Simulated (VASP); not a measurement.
# Rh (Cmcm) in VASP: single point with r2SCAN

Aim: the single point of Rh with r2SCAN.

Everything below comes from runs of VASP 6.6.1. Logs are shortened: lines on timing, memory, paths and dates and some standing lists are left out, and cuts for length are marked.

**1. The cell of the first run**

The structure is orthorhombic, space group Cmcm (No. 63). The conventional cell has a = 2.731 Å, b = 4.730 Å, c = 4.428 Å, α = 90.00°, β = 90.00°, γ = 90.00°. Within 3.7 Å of Rh (site symmetry m2m) lie 14 Rh at 2.65 to 3.61 Å.

**2. Single point, r2SCAN (atom 1 (Rh) moved by (+0.300, +0.000) A along y and z)**

Input file POSCAR:

```
Rh
1.0
    2.7309790422      0.0000000000      0.0000000000
   -1.3654895211      2.3650972278      0.0000000000
    0.0000000000      0.0000000000      4.4284890000
Rh
2
Direct
    0.7300890064      0.4601780129      0.7500000000
    0.3333333333      0.6666666667      0.2500000000
```

Input file INCAR.step1:

```
PREC = Accurate
ENCUT = 520
ISMEAR = 0
SIGMA = 0.15
LREAL = F
LASPH = T
NELM = 80
NBANDS = 22
GGA = PE
ALGO = Normal
EDIFF = 1E-4
LWAVE = T
LCHARG = F
```

Input file INCAR.step2:

```
PREC = Accurate
ENCUT = 520
EDIFF = 1E-6
ISMEAR = 0
SIGMA = 0.15
LREAL = F
LASPH = T
NELM = 80
ALGO = Normal
ISIF = 2
LWAVE = F
LCHARG = T
METAGGA = R2SCAN
LMIXTAU = T
LELF = T
LVHAR = T
NBANDS = 22
ISTART = 1
```

Input file KPOINTS:

```
Automatic mesh
0
Gamma
  18 18 12
```

Potentials or basis: VASP PAW PBE potentials, release 64 (Rh_pv).

Command:

```console
> cat potpaw_PBE.64/Rh_pv/POTCAR > POTCAR
> cp INCAR.step1 INCAR
> mpirun -np 1 vasp_std > vasp.out
> cp INCAR.step2 INCAR
> mpirun -np 1 vasp_std > vasp.out
```

OUTCAR:

```text
PREC = Accurate
   ENCUT = 520
   EDIFF = 1E-6
   ISMEAR = 0
   LREAL = F
   LASPH = T
   NELM = 80
   ISIF = 2
   METAGGA = R2SCAN
   ISTART = 1

 ion  position               nearest neighbor table
   1  0.730  0.460  0.750-   2 2.65   2 2.65   2 2.65   2 2.65   2 2.90   2 2.90
   2  0.333  0.667  0.250-   1 2.65   1 2.65   1 2.65   1 2.65   1 2.90   1 2.90

  LATTYP: Found a hexagonal cell.
 ALAT       =     2.7309790422
 C/A-ratio  =     1.6215756077

  Lattice vectors:

 A1 = (   2.7309790422,   0.0000000000,   0.0000000000)
 A2 = (  -1.3654895211,   2.3650972278,   0.0000000000)
 A3 = (   0.0000000000,   0.0000000000,   4.4284890000)

Analysis of symmetry for initial positions (statically):
=====================================================================
 Subroutine PRICEL returns:
 Original cell was already a primitive cell.

 Routine SETGRP: Setting up the symmetry group for a
 hexagonal supercell.

 Subroutine GETGRP returns: Found  8 space group operations
 (whereof  2 operations were pure point group operations)
 out of a pool of 24 trial point group operations.

The static configuration has the point symmetry C_1h.
 The point group associated with its full space group is D_2h.

Analysis of symmetry for dynamics (positions and initial velocities):
=====================================================================
 Subroutine PRICEL returns:
 Original cell was already a primitive cell.

 Routine SETGRP: Setting up the symmetry group for a
 hexagonal supercell.

 Subroutine GETGRP returns: Found  8 space group operations
 (whereof  2 operations were pure point group operations)
 out of a pool of 24 trial point group operations.

The dynamic configuration has the point symmetry C_1h.
 The point group associated with its full space group is D_2h.

 Subroutine INISYM returns: Found  8 space group operations
 (whereof  2 operations are pure point group operations),
 and found     1 'primitive' translations

----------------------------------------------------------------------------------------

                                     Primitive cell

  volume of cell :      28.6037

[... 80 lines left out ...]
   ISTART =      1    job   : 0-new  1-cont  2-samecut
   ICHARG =      0    charge: 1-file 2-atom 10-const
   ISPIN  =      1    spin polarized calculation?
   LNONCOLLINEAR =      F non collinear calculations
   LSORBIT =      F    spin-orbit coupling
   LASPH  =      T    aspherical Exc in radial PAW
   ENCUT  =  520.0 eV  38.22 Ry    6.18 a.u.   5.08  5.08  8.23*2*pi/ulx,y,z
   NELM   =     80;   NELMIN=  2; NELMDL=  0     # of ELM steps
   EDIFF  = 0.1E-05   stopping-criterion for ELM
   LREAL  =      F    real-space projection
   EDIFFG = 0.1E-04   stopping-criterion for IOM
   NSW    =      0    number of steps for IOM
   IBRION =     -1    ionic relax: 0-MD 1-quasi-New 2-CG
   NFREE  =      0    steps in history (QN), initial steepest desc. (CG)
   ISIF   =      2    stress and relaxation
   ISYM   =      2    0-nonsym 1-usesym 2-fastsym
   POTIM  = 0.5000    time-step for ionic-motion
   TEBEG  =    0.0;   TEEND  =   0.0 temperature during run
   PSTRESS=    0.0 pullay stress
   NELECT =      30.0000    total number of electrons
   NUPDOWN=      -1.0000    fix difference up-down
   EMIN   =  10.00;   EMAX   =-10.00  energy-range for DOS
   EFERMI =   0.00;   METHOD = LEGACY
   ISMEAR =     0;   SIGMA  =   0.15  broadening in eV -4-tet -1-fermi 0-gaus
   EFERMI_NEDOS =   21; number of points for ismear=-14 and -15
   IALGO  =     38    algorithm
   IMIX   =      4    mixing-type and parameters
     AMIX     =   0.40;   BMIX     =  1.00
     AMIX_MAG =   1.60;   BMIX_MAG =  1.00
  volume/ion in A,a.u.               =      14.30        96.51
  Fermi-wavevector in a.u.,A,eV,Ry     =   1.663314  3.143208 37.642066  2.766614
  Thomas-Fermi vector in A             =   2.750053
   LORBIT       =      0    0 simple, 1 ext, 2 COOP (PROOUT), +10 PAW based schemes
   METAGGA = R2SCAN    functional components
   LHFCALC =     F    Hartree Fock is set to
   AEXX    =    0.0000 exact exchange contribution
   IVDW    =     0    specifies the selected vdW correction
   LEPSILON=     F    determine dielectric tensor
   LRPA    =     F    only Hartree local field effects (RPA)
 non-spin polarized calculation
 Gauss-broadening in eV      SIGMA  =   0.15
  energy-cutoff  :      520.00
  volume of cell :       28.60
 maximum number of plane-waves:       785
   NGX = 11   NGY = 11   NGZ = 17

 number of electron      30.0000005 magnetization

 Free energy of the ion-electron system (eV)
  ---------------------------------------------------
  ext. energy  EPLUGINS =         0.00000000
  ---------------------------------------------------
  free energy    TOTEN  =       -48.04428411 eV

  energy without entropy =      -48.00369725  energy(sigma->0) =      -48.02399068

 E-fermi :  11.0550     XC(G=0): -14.8963

 val. band max:       11.0550155894   @ k =  -0.4444   0.3333   0.0833
 cond. band min:      11.0561720227   @ k =  -0.3889   0.2778   0.1667
 fundamental gap:      0.0011564333
 Fermi energy:        11.0550373459

 k-point     1 :       0.0000    0.0000    0.0000
  band No.  band energies     occupation
      1     -37.3848      2.00000
      2     -36.8391      2.00000
      3     -36.6704      2.00000
      4     -36.6467      2.00000
      5     -36.6363      2.00000
      6     -36.6311      2.00000
[... 589 lines left out ...]
     21      28.5506      0.00000
     22      28.5509      0.00000

 [... further k-points ...]

------------------------ aborting loop because EDIFF is reached ----------------------------------------

  FORCE on cell =-STRESS in cart. coord.  units (eV):
  Direction    XX          YY          ZZ          XY          YZ          ZX
  --------------------------------------------------------------------------------------
  -------------------------------------------------------------------------------------
  Total       -1.2265221     -1.6239106     -0.5891312      0.0000000      0.0000000      0.0000000
  in kB      -68.7009923    -90.9598570    -32.9989181      0.0000000      0.0000000      0.0000000
  external PRESSURE =     -64.2199224 kB  Pullay stress =       0.0000000 kB

 VOLUME and BASIS-vectors are now :
 -----------------------------------------------------------------------------
  energy-cutoff  :      520.00
  volume of cell :       28.60
      direct lattice vectors                 reciprocal lattice vectors
     2.730979042  0.000000000  0.000000000     0.366169049  0.211407799  0.000000000
    -1.365489521  2.365097228  0.000000000     0.000000000  0.422815599  0.000000000
     0.000000000  0.000000000  4.428489000     0.000000000  0.000000000  0.225810655

 POSITION                                       TOTAL-FORCE (eV/Angst)
 -----------------------------------------------------------------------------------
      1.36549      1.08837      3.32137        -0.000000     -0.762350     -0.000000
     -0.00000      1.57673      1.10712         0.000000      0.762350      0.000000
 -----------------------------------------------------------------------------------
    total drift:                               -0.000000     -0.000003      0.000000

  FREE ENERGIE OF THE ION-ELECTRON SYSTEM (eV)
  ---------------------------------------------------
  free  energy   TOTEN  =       -48.0442841133 eV

  energy  without entropy=      -48.0036972510  energy(sigma->0) =      -48.02399068
```

OSZICAR.step1:

```text
N       E                     dE             d eps       ncg     rms          rms(c)
DAV:   1     0.329298553855E+03    0.32930E+03   -0.19023E+04 28084   0.158E+03
DAV:   2    -0.807895285921E+01   -0.33738E+03   -0.32562E+03 29126   0.474E+02
DAV:   3    -0.152199316434E+02   -0.71410E+01   -0.71010E+01 32834   0.779E+01
DAV:   4    -0.152676202358E+02   -0.47689E-01   -0.47684E-01 31452   0.642E+00
DAV:   5    -0.152683750206E+02   -0.75478E-03   -0.75478E-03 32934   0.839E-01    0.132E+01
DAV:   6    -0.143496575388E+02    0.91872E+00   -0.22079E+00 30800   0.157E+01    0.463E+00
DAV:   7    -0.143232914556E+02    0.26366E-01   -0.38764E-02 32534   0.171E+00    0.219E+00
DAV:   8    -0.143180231897E+02    0.52683E-02   -0.70845E-03 29552   0.946E-01    0.298E-01
DAV:   9    -0.143177370781E+02    0.28611E-03   -0.24609E-04 25616   0.188E-01    0.316E-02
DAV:  10    -0.143177501114E+02   -0.13033E-04   -0.14716E-05 15376   0.382E-02
   1 F= -.14317750E+02 E0= -.14296534E+02  d E =-.424330E-01
```

Wall time 25 min (1 thread of Intel Xeon 8259CL, shared host); peak memory 0.4 GiB.

Results:

| Item | Value |
| --- | --- |
| Free energy | -48.0443 eV |
| Pressure | -6.4 GPa |
| Largest force | 0.762 eV/Å |
| Band gap on the k mesh | zero (bands 15 and 16 overlap by 2.33 eV) |

Forces in eV/Å, atoms in the order of the input:
```
Rh   0.000 -0.762  0.000
Rh   0.000  0.762  0.000
```

Levels at points of the mesh, in eV from the Fermi level:
| k point | band 11 | band 12 | band 13 | band 14 | band 15 | band 16 | band 17 | band 18 | band 19 | band 20 |
| --- | --- | --- | --- | --- | --- | --- | --- | --- | --- | --- |
| (0.00, 0.00, 0.00) | -2.60 | -2.43 | -2.24 | -2.18 | -0.93 | -0.60 | 0.86 | 1.00 | 8.77 | 16.57 |
| (0.50, 0.00, 0.00) | -2.72 | -2.37 | -2.33 | 0.20 | 0.46 | 0.83 | 3.61 | 4.84 | 11.36 | 11.97 |
| (0.00, 0.50, 0.00) | -2.08 | -1.55 | -1.06 | 0.57 | 0.70 | 0.86 | 2.26 | 6.17 | 9.37 | 9.42 |
| (0.00, 0.00, 0.50) | -2.93 | -2.93 | -2.83 | -2.83 | -0.67 | -0.67 | -0.30 | -0.30 | 15.48 | 15.48 |
| (0.50, 0.00, 0.50) | -1.34 | -1.34 | 0.37 | 0.37 | 0.70 | 0.70 | 2.43 | 2.43 | 9.90 | 9.90 |
| (0.00, 0.50, 0.50) | -1.64 | -1.64 | -1.07 | -1.07 | 0.68 | 0.68 | 3.93 | 3.93 | 8.53 | 8.53 |

Caveat: the cell differs from its parent crystal (atom 1 (Rh) moved by (+0.300, +0.000) A along y and z); the stress differs along the axes, from -9 to -3 GPa; the PAW data sets were made with another functional, which shifts forces and pressure a little.
